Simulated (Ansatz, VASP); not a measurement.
**Two plane-wave programs on OsSe**

INCAR

```
SYSTEM = OsSe
ALGO = Normal
EDIFF = 1E-6
ENCUT = 520
ISIF = 2
ISMEAR = 0
ISPIN = 2
LASPH = .True.
LCHARG = .True.
LELF = .True.
LMAXMIX = 4
LORBIT = 11
LREAL = .False.
LVHAR = .True.
LWAVE = .False.
MAGMOM = 0.05 0
NBANDS = 18
NELM = 150
PREC = Accurate
SIGMA = 0.05
```

KPOINTS

```
k-points
0
Gamma
  10 10 10
  0 0 0
```

POSCAR

```
OsSe
1.0
    0.0000000000      2.7546421506      2.7546421506
    2.7546421506      0.0000000000      2.7546421506
    2.7546421506      2.7546421506      0.0000000000
Os Se
1 1
Direct
    0.0000000000      0.0000000000      0.0000000000
    0.2500000000      0.2500000000      0.2500000000
```

Input for Ansatz:

```yaml
crystal:
  lattice:
    - [0.0, 2.7546421506, 2.7546421506]
    - [2.7546421506, 0.0, 2.7546421506]
    - [2.7546421506, 2.7546421506, 0.0]
  atoms:
    - { symbol: Os, position: [0.0, 0.0, 0.0], spin: 0.05 }
    - { symbol: Se, position: [0.25, 0.25, 0.25] }
basis:
  ecutwfc: 420
  ecutrho_ratio: 4
kpoints:
  mp_grid: { grid: [10, 10, 10] }
hamiltonian:
  xc: lda
scf:
  occupations: { method: gaussian, width: 0.05 }
  lower_state_search: "off"
output:
  forces: true
  stress: true
  eigenvalues: true
  populations: true
magnetization:
  spin_polarized: true
checkpoint:
  read: start.run
  write: ck
  compress: false
  write_wavefunctions: false
  write_every: 100000
```

Alike in both runs: task single point; functional LDA; k mesh 10 × 10 × 10; occupations gaussian, width 0.05 eV; collinear spin.

|  | VASP | Ansatz |
| --- | --- | --- |
| version | VASP 6.6.1 | Ansatz 0.2.0 |
| potentials or method | VASP PAW LDA potentials, release 64 (Os, Se), cutoff 520 eV | scalar-relativistic, plane waves, PAW |
| valence electrons in the cell | 14 | 32 |

VASP gave:

| Item | Value |
| --- | --- |
| gap on the k mesh at the Fermi level (eV) | none |
| pressure (GPa) | -7.0 |
| net moment per atom (μB) | 0.00 |

Which values does Ansatz return?

gap on the k mesh at the Fermi level (eV): none; pressure (GPa): -7.7; net moment per atom (μB): 0.00.

LDA's correlation is that of Perdew and Zunger in VASP and of Perdew and Wang (1992) in Ansatz. A gap of «none» marks a metal or a gap that the smearing closes. VASP's potentials hold 14 valence electrons a cell and Ansatz's 32, so a difference there can come from the potentials and not from the codes. Ansatz's warnings: seeded moment not kept.

Spin-orbit coupling is off throughout.
